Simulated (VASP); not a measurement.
A run of VASP 6.6.1:

File INCAR:

```
PREC = Accurate
ENCUT = 500
EDIFF = 1E-7
ISMEAR = 0
SIGMA = 0.1
LREAL = False
LASPH = True
NELM = 120
ALGO = Normal
ISIF = 3
LWAVE = False
LCHARG = False
GGA = PE
IBRION = 2
NSW = 100
EDIFFG = -0.01
GGA_COMPAT = False
NELMIN = 4
```

KPOINTS

```
regular mesh
0
Gamma
  16 16 16
```

File POSCAR:

```
CsRe
1.0
    0.0000000000      3.1736828100      3.1736828100
    3.1736828100      0.0000000000      3.1736828100
    3.1736828100      3.1736828100      0.0000000000
Cs Re
1 1
Direct
    0.7500000000      0.7500000000      0.7500000000
    0.0000000000      0.0000000000      0.0000000000
```

Potentials or basis: VASP PAW PBE potentials, release 64 (Cs_sv, Re_sv_GW).

Launch:

```bash
$ cat potpaw_PBE.64/Cs_sv/POTCAR potpaw_PBE.64/Re_sv_GW/POTCAR > POTCAR
$ mpirun -np 1 vasp_std > vasp.out
```

Hardware: 1 thread of AMD EPYC 9R45 96-Core Processor (Zen 5) (shared host).

Question: Estimate the wall time of this run.

Answer: It took 5.2 min on 1 thread of AMD EPYC 9R45 96-Core Processor (Zen 5), on a shared host, peak memory 0.3 GiB. Counts: scf iterations 35, k points 145, ion steps 3.
